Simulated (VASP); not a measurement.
LiNbO3: relaxation of cell and atoms with PBE

The system is LiNbO3.

```xyz
10
Lattice="2.6449 1.5270 4.6162 -2.6449 1.5270 4.6162 0.0000 -3.0541 4.6162" Properties=species:S:1:pos:R:3 pbc="T T T"
Li    0.0000    0.0000    3.4621
Li    0.0000    0.0000   10.3864
Nb    0.0000    0.0000    0.0000
Nb    0.0000    0.0000    6.9243
O    -0.5631   -1.5270    5.7702
O     1.6040    0.2759    5.7702
O    -1.0409    1.2512    5.7702
O     0.5631    1.5270    8.0783
O    -1.6040   -0.2759    8.0783
O     1.0409   -1.2512    8.0783
```

| Quantity | Value |
| --- | --- |
| Program | VASP 6.6.1 |
| Task | relaxation of cell and atoms |
| Functional | PBE |
| Potentials or basis | VASP PAW PBE potentials, release 64 (Li_sv, Nb_sv, O) |
| Cutoff | 600 eV |
| k mesh | 6 × 6 × 6 |
| Occupations | gaussian, width 0.02 eV |
| Spin | no spin polarisation |
| Dipole correction | no |
| Further INCAR settings | ALGO = Normal; EDIFF = 1e-06; IBRION = 2; EDIFFG = -0.005; NSW = 100; ISIF = 3 |

The relaxed volume is 10.83 Å³/atom. The relaxed cell is a = 5.491 Å, b = 5.491 Å, c = 5.491 Å, α = 56.75°, β = 56.75°, γ = 56.75°. The space group after relaxing (to 0.1 Å) is R-3c (No. 167). The energy gained by relaxing is 7.8 meV/atom and the ionic steps are 16. The pressure after relaxing is 0.0 GPa and the band gap on the k mesh is 2.50 eV (least direct gap 2.62 eV).

The path:
```csv
step,energy change (eV),largest force (eV/Å),pressure (GPa),volume (Å³)
1,0.0000,0.2314,-2.09,111.86
2,-0.0236,0.3223,1.45,109.52
3,-0.0236,0.3236,1.51,109.48
4,-0.0446,0.2586,1.24,109.15
5,-0.0761,0.0294,0.45,108.16
6,-0.0763,0.0047,0.37,108.06
7,-0.0774,0.0090,-0.22,108.42
8,-0.0774,0.0113,-0.32,108.48
9,-0.0779,0.0082,-0.02,108.36
10,-0.0779,0.0073,-0.03,108.37
11,-0.0779,0.0068,-0.03,108.37
12,-0.0779,0.0065,-0.02,108.34
13,-0.0779,0.0042,0.08,108.26
14,-0.0779,0.0049,0.05,108.29
15,-0.0779,0.0030,0.03,108.29
16,-0.0779,0.0010,-0.01,108.29
```

Final structure:
```
Li Nb O
1.0
     2.60953    1.50661    4.59069
    -2.60953    1.50661    4.59069
     0.00000   -3.01322    4.59069
Li Nb O
2 2 6
Direct
  0.25000 0.25000 0.25000
  0.75000 0.75000 0.75000
  0.00000 0.00000 0.00000
  0.50000 0.50000 0.50000
  0.13026 0.36974 0.75000
  0.75000 0.13026 0.36974
  0.36974 0.75000 0.13026
  0.86974 0.63026 0.25000
  0.25000 0.86974 0.63026
  0.63026 0.25000 0.86974
```

Levels at points of the mesh, in eV from the valence-band top:
```csv
k point,band 32,band 33,band 34,band 35,band 36,band 37
"(0.00, 0.00, 0.00)",-0.21,-0.21,-0.07,2.55,2.55,2.72
"(0.50, 0.00, 0.00)",-0.28,-0.23,-0.23,4.09,4.09,4.14
"(0.50, 0.50, 0.00)",-0.42,-0.31,-0.26,2.50,3.59,3.93
"(0.50, 0.50, 0.50)",-0.30,-0.30,-0.30,4.15,4.15,4.41
```

Run time: 23 min on 1 thread of Intel(R) Xeon(R) 6975P-C (Granite Rapids), on a shared host, peak memory 0.45 GiB.

Caveat: the cutoff is under 1.25 times the usual one of these potentials, so pressure, stress and relaxed cells hold a basis-set (Pulay) error. A k mesh can miss the band edges.
